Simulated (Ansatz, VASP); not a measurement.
BeZn7O8 in VASP and in Ansatz

```
Be Zn O
1.0
     3.11471   -0.01525    5.06107
     3.11471    0.01525   -5.06107
    -3.11471    5.40483   -0.01647
Be Zn O
1 7 8
Direct
  0.16815 0.16311 0.33126
  0.16495 0.16375 0.83591
  0.66514 0.66663 0.33177
  0.67216 0.67097 0.83591
  0.09272 0.58704 0.17434
  0.58730 0.08162 0.17434
  0.09267 0.56849 0.66116
  0.56986 0.08906 0.65892
  0.33008 0.99679 0.32687
  0.85506 0.47926 0.33432
  0.35474 0.97015 0.83587
  0.86572 0.48113 0.83587
  0.26177 0.36980 0.18466
  0.26954 0.36159 0.63113
  0.81486 0.92289 0.18466
  0.76328 0.89974 0.66301
```

Alike in both runs: functional LDA; k mesh 4 × 4 × 4; occupations gaussian, width 0.1 eV; no spin polarisation.

Ansatz relaxed the structure, and its values are those at the end. VASP's run is a single point on that final structure, the one shown.

|  | VASP | Ansatz |
| --- | --- | --- |
| version | VASP 6.6.1 | Ansatz 0.2.0 |
| potentials or method | VASP PAW LDA potentials, release 64 (Be, Zn, O), cutoff 520 eV | scalar-relativistic, plane waves, PAW |
| valence electrons in the cell | 134 | 134 |

Ansatz gave:

* gap on the k mesh at the Fermi level (eV): 1.19
* least direct gap on the mesh (eV): 1.19
* pressure (GPa): -0.2
* rms of the force components (eV/Å): 0.004

Estimate VASP's values.

gap on the k mesh at the Fermi level (eV): 1.21; least direct gap on the mesh (eV): 1.21; pressure (GPa): 1.1; rms of the force components (eV/Å): 0.021.

Ansatz warns that its potentials were made for another functional, while VASP's fit it. LDA's correlation is that of Perdew and Zunger in VASP and of Perdew and Wang (1992) in Ansatz.
